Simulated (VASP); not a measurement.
# ZrB3Se2 (R-3m) in VASP: a series of runs, part 2 of 2

VASP 6.6.1.

## Step 5: Relaxation of cell and atoms, PBE

This run uses another cell than the first one, of 20.64 Å³/atom, 1.168 times its volume.

Input file INCAR:

```
SYSTEM = ZrB3Se2
ALGO = Normal
EDIFF = 1E-6
EDIFFG = -0.04
ENCUT = 600
GGA = PE
IBRION = 2
ISIF = 3
ISMEAR = 0
LASPH = .True.
LCHARG = .False.
LREAL = .False.
LWAVE = .False.
NELM = 60
NSW = 90
PREC = Accurate
SIGMA = 0.1
```

Input file KPOINTS:

```
k-points
0
Gamma
  4 4 4
  0 0 0
```

Input file POSCAR:

```
ZrB3Se2
1.0
    3.5244074900      2.0348176100      2.8776666700
   -3.5244074900      2.0348176100      2.8776666700
    0.0000000000     -4.0696352300      2.8776666700
Zr B Se
1 3 2
Direct
    0.0000000000      0.0000000000      0.0000000000
    0.5000000000      0.5000000000      0.0000000000
    0.5000000000      0.0000000000      0.5000000000
    0.0000000000      0.5000000000      0.5000000000
    0.7500000000      0.7500000000      0.7500000000
    0.2500000000      0.2500000000      0.2500000000
```

Potentials or basis: VASP PAW PBE potentials, release 64 (Zr_sv, B, Se).

Started as:

```console
$ cat potpaw_PBE.64/Zr_sv/POTCAR potpaw_PBE.64/B/POTCAR potpaw_PBE.64/Se/POTCAR > POTCAR
$ mpirun -np 1 vasp_std > vasp.out
```

OUTCAR:

```text
SYSTEM = ZrB3Se2
   EDIFF = 1E-6
   EDIFFG = -0.04
   ENCUT = 600
   GGA = PE
   IBRION = 2
   ISIF = 3
   ISMEAR = 0
   LASPH = .True.
   LREAL = .False.
   NELM = 60
   NSW = 90
   PREC = Accurate

 ion  position               nearest neighbor table
   1  0.000  0.000  0.000-   5 2.16   6 2.16
   2  0.500  0.500  0.000-   5 2.16   6 2.16
   3  0.500  0.000  0.500-   5 2.16   6 2.16
   4  0.000  0.500  0.500-   5 2.16   6 2.16
   5  0.750  0.750  0.750-   2 2.16   3 2.16   4 2.16   1 2.16
   6  0.250  0.250  0.250-   2 2.16   3 2.16   4 2.16   1 2.16

  LATTYP: Found a simple cubic cell.
 ALAT       =     4.9842648731

  Lattice vectors:

 A1 = (   3.5244074900,   2.0348176100,   2.8776666700)
 A2 = (  -3.5244074900,   2.0348176100,   2.8776666700)
 A3 = (   0.0000000000,  -4.0696352300,   2.8776666700)

[... 178 lines left out ...]
  -------------------------------------------------------------------------------------
  Total       -6.7818268     -6.7818268     35.2537179      0.0000000     -0.0000000      0.0000000
  in kB      -87.7513764    -87.7513765    456.1547127      0.0000000     -0.0000005      0.0000000
  external PRESSURE =      93.5506533 kB  Pullay stress =       0.0000000 kB
[... 410 lines left out ...]
     19       5.7597      0.00000
     20       5.7597      0.00000

[... ionic steps 4 to 24 ...]

--------------------------------------- Ionic step       25  -------------------------------------------

 number of electron      33.0000001 magnetization

 E-fermi :   5.5737     XC(G=0): -10.0289
[... 381 lines left out ...]
--------------------------------------- Ionic step       27  -------------------------------------------

 number of electron      33.0000001 magnetization

 Free energy of the ion-electron system (eV)
  ---------------------------------------------------
  ext. energy  EPLUGINS =         0.00000000
  ---------------------------------------------------
  free energy    TOTEN  =       -26.61152416 eV

  energy without entropy =      -26.59262902  energy(sigma->0) =      -26.60207659

 E-fermi :   5.4047     XC(G=0):  -9.9495

 val. band max:        5.3244365976   @ k =   0.0000   0.0000   0.0000
 cond. band min:       5.4342699817   @ k =   0.2500   0.0000   0.0000
 fundamental gap:      0.1098333841
 Fermi energy:         5.4047294781
[... 330 lines left out ...]
  FREE ENERGIE OF THE ION-ELECTRON SYSTEM (eV)
  ---------------------------------------------------
  free  energy   TOTEN  =       -26.6115241570 eV

  energy  without entropy=      -26.5926290233  energy(sigma->0) =      -26.60207659

 reached required accuracy - stopping structural energy minimisation
```

OSZICAR:

```text
N       E                     dE             d eps       ncg     rms          rms(c)
DAV:   1     0.235444736075E+03    0.23544E+03   -0.15770E+04   520   0.160E+03
DAV:   2    -0.396429558101E+01   -0.23941E+03   -0.23396E+03   684   0.311E+02
DAV:   3    -0.216095979106E+02   -0.17645E+02   -0.17149E+02   820   0.773E+01
[... 256 lines left out ...]
DAV:   3    -0.266116406022E+02    0.54774E-03   -0.34190E-03   804   0.201E-01    0.692E-02
DAV:   4    -0.266115060092E+02    0.13459E-03   -0.99020E-04   744   0.188E-01    0.415E-02
DAV:   5    -0.266115190656E+02   -0.13056E-04   -0.97717E-05   704   0.449E-02    0.230E-02
DAV:   6    -0.266115247973E+02   -0.57318E-05   -0.26017E-05   884   0.237E-02    0.840E-03
DAV:   7    -0.266115241570E+02    0.64029E-06   -0.22145E-06   488   0.929E-03
  27 F= -.26611524E+02 E0= -.26602077E+02  d E =-.290843E-01
```

CONTCAR:

```text
ZrB3Se2
   1.00000000000000
     3.2593575611979282    1.8817909624603666    2.8853502935159874
    -3.2593575611979282    1.8817909624603666    2.8853502935159874
     0.0000000000000001   -3.7635819341443852    2.8853502936441005
  Zr              B               Se
     1     3     2
Direct
     0.0000000000000000    0.0000000000000000    0.0000000000000000
     0.5000000000000000    0.5000000000000000    0.0000000000000000
     0.5000000000000000    0.0000000000000000    0.5000000000000000
     0.0000000000000000    0.5000000000000000    0.5000000000000000
     0.6910728295867820    0.6910728295867820    0.6910728295893600
     0.3089271704132180    0.3089271704132180    0.3089271704106397

  0.00000000E+00  0.00000000E+00  0.00000000E+00
  0.00000000E+00  0.00000000E+00  0.00000000E+00
  0.00000000E+00  0.00000000E+00  0.00000000E+00
  0.00000000E+00  0.00000000E+00  0.00000000E+00
  0.00000000E+00  0.00000000E+00  0.00000000E+00
  0.00000000E+00  0.00000000E+00  0.00000000E+00
```

Wall time 7.7 min (1 thread of Intel Xeon Platinum 8488C (Sapphire Rapids), shared host); peak memory 0.27 GiB.

Results:

```
Free energy                            : -26.6115 eV
Relaxed volume                         : 17.70 Å³/atom
Relaxed cell                           : a = 4.742 Å, b = 4.742 Å, c = 4.742 Å, α = 86.83°, β = 86.83°, γ = 86.83°
Space group after relaxing (to 0.05 Å) : R-3m (No. 166)
Energy gained by relaxing              : 824.5 meV/atom
Ionic steps                            : 27
Pressure after relaxing                : 0.0 GPa
Largest force after relaxing           : 0.037 eV/Å
```

Forces in eV/Å, atoms in the order of the input:
```
Zr   0.000  0.000  0.000
B    0.000  0.000  0.000
B    0.000  0.000  0.000
B    0.000  0.000  0.000
Se   0.000  0.000 -0.037
Se   0.000  0.000  0.037
```

Stress tensor (GPa, compression positive):
```
-0.11  0.00  0.00
 0.00 -0.11  0.00
 0.00  0.00  0.20
```

The path:
| step | energy change (eV) | largest force (eV/Å) | pressure (GPa) | volume (Å³) |
| --- | --- | --- | --- | --- |
| 1 | 0.0000 | 9.3385 | 9.36 | 123.82 |
| 2 | -3.3281 | 0.7312 | -7.55 | 142.06 |
| 3 | -3.9220 | 0.2162 | -9.72 | 134.42 |
| 4 | -3.9230 | 0.2731 | -9.69 | 134.23 |
| 5 | -4.7087 | 0.8884 | -0.52 | 113.60 |
| 6 | -4.7220 | 0.7249 | -2.04 | 115.51 |
| 7 | -4.8322 | 0.0984 | -0.50 | 111.74 |
| 8 | -4.8364 | 0.0744 | -0.06 | 110.95 |
| 9 | -4.8364 | 0.0955 | -0.01 | 110.86 |
| 10 | -4.8371 | 0.0973 | 0.04 | 110.74 |
| 11 | -4.8397 | 0.1021 | 0.20 | 110.39 |
| 12 | -4.8458 | 0.1163 | 0.52 | 109.68 |
| 13 | -4.8628 | 0.1742 | 1.09 | 108.25 |
| 14 | -4.9062 | 0.2331 | 2.09 | 105.36 |
| 15 | -4.8473 | 0.2275 | 5.07 | 99.42 |
| 16 | -4.9152 | 0.2511 | 2.92 | 103.20 |
| 17 | -4.9153 | 0.2492 | 2.91 | 103.19 |
| 18 | -4.9156 | 0.2449 | 2.90 | 103.16 |
| 19 | -4.9162 | 0.2353 | 2.89 | 103.11 |
| 20 | -4.9171 | 0.2164 | 2.88 | 103.00 |
| 21 | -4.9176 | 0.1782 | 2.84 | 102.78 |
| 22 | -4.9187 | 0.1753 | 2.79 | 102.85 |
| 23 | -4.9220 | 0.1660 | 2.62 | 103.04 |
| 24 | -4.9278 | 0.1489 | 2.26 | 103.43 |
| 25 | -4.9370 | 0.1152 | 1.59 | 104.20 |
| 26 | -4.9463 | 0.0528 | 0.32 | 105.75 |
| 27 | -4.9467 | 0.0369 | -0.01 | 106.18 |

Final structure:
```
Zr B Se
1.0
     3.25936    1.88179    2.88535
    -3.25936    1.88179    2.88535
     0.00000   -3.76358    2.88535
Zr B Se
1 3 2
Cartesian
  0.0000 0.0000 0.0000
  0.0000 1.8818 2.8854
  1.6297 -0.9409 2.8854
  -1.6297 -0.9409 2.8854
  0.0000 0.0000 5.9820
  0.0000 0.0000 2.6741
```

Levels at points of the mesh, in eV from the Fermi level:
| k point | band 15 | band 16 | band 17 | band 18 | band 19 | band 20 |
| --- | --- | --- | --- | --- | --- | --- |
| (0.00, 0.00, 0.00) | -2.06 | -0.08 | -0.08 | 0.57 | 0.57 | 0.72 |
| (0.50, 0.00, 0.00) | -1.26 | -1.09 | -0.17 | 0.27 | 0.68 | 1.40 |
| (0.50, 0.50, 0.00) | -0.66 | -0.53 | -0.34 | 0.41 | 0.70 | 1.68 |
| (0.50, 0.50, 0.50) | -0.31 | 0.83 | 0.83 | 1.08 | 1.08 | 1.41 |

## Step 6: Summary

| task | cell | k mesh | cutoff (eV) | gap on the mesh (eV) | pressure (GPa) | largest force (eV/Å) |
| --- | --- | --- | --- | --- | --- | --- |
| single point | a = 4.740 Å, angles 86.8°, 6 atoms | 4 × 4 × 4 | 520 | none | 0.1 | - |
| single point | a = 4.984 Å, 6 atoms | 4 × 4 × 4 | 520 | none | 9.4 | 9.34 |
| single point | a = 4.735 Å, angles 86.9°, 6 atoms | 6 × 6 × 6 | 520 | none | 0.1 | - |
| relaxation of cell and atoms | relaxed from a = 4.984 Å, 6 atoms | 4 × 4 × 4 | 600 | none | 0.0 | 0.04 |

Alike in all rows: level PBE; potentials or basis VASP PAW PBE potentials, release 64 (Zr_sv, B, Se); no spin polarisation; smearing gaussian 0.1 eV.

Caveats: forces of over 1 eV/Å act on the atoms, so gaps and moduli don't describe the material at rest (some runs).

Absolute energies hang on the potentials; compare differences alone.
